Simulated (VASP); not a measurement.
Set up this calculation in VASP 6.6.1, as the native input.

```
Task                   : single point
Functional             : PBE
Potentials or basis    : VASP PAW PBE potentials, release 64 (Ge_d, N)
Cutoff                 : 520 eV
k mesh                 : 6 × 6 × 6
Occupations            : gaussian, width 0.1 eV
Spin                   : no spin polarisation
Dipole correction      : no
Further INCAR settings : ALGO = Normal; EDIFF = 1e-06; NBANDS = 32
```

The structure of Ge3N lies in POSCAR:

```
Ge3N
1.0
    0.0000000000      3.1404661760      3.1404661760
    3.1404661760      0.0000000000      3.1404661760
    3.1404661760      3.1404661760      0.0000000000
Ge N
3 1
Direct
    0.0000000000      0.0000000000      0.0000000000
    0.2500000000      0.2500000000      0.2500000000
    0.7500000000      0.7500000000      0.7500000000
    0.5000000000      0.5000000000      0.5000000000
```

The cell was built from a structure type or drawn by symmetry, and may not be a known phase.

One way to write it, as run:

INCAR

```
ALGO = Normal ; EDIFF = 1E-6
ENCUT = 520 ; GGA = PE
ISIF = 2 ; ISMEAR = 0
LASPH = T ; LCHARG = F
LREAL = F ; LWAVE = F
NBANDS = 32 ; NELM = 80
PREC = Accurate ; SIGMA = 0.1
```

KPOINTS

```
k-points
0
Gamma
  6 6 6
```

Potentials or basis: VASP PAW PBE potentials, release 64 (Ge_d, N).

Run with:

```sh
$ cat potpaw_PBE.64/Ge_d/POTCAR potpaw_PBE.64/N/POTCAR > POTCAR
$ mpirun -np 1 vasp_std > vasp.out
```

Results of the run:

```yaml
Pressure: -0.2 GPa
Band_gap_on_the_k_mesh: zero (an odd number of electrons rules out a gap without spin polarisation)
```

Wall time 64 s on 1 thread of Intel Xeon 8259CL (shared host), peak memory 0.21 GiB.
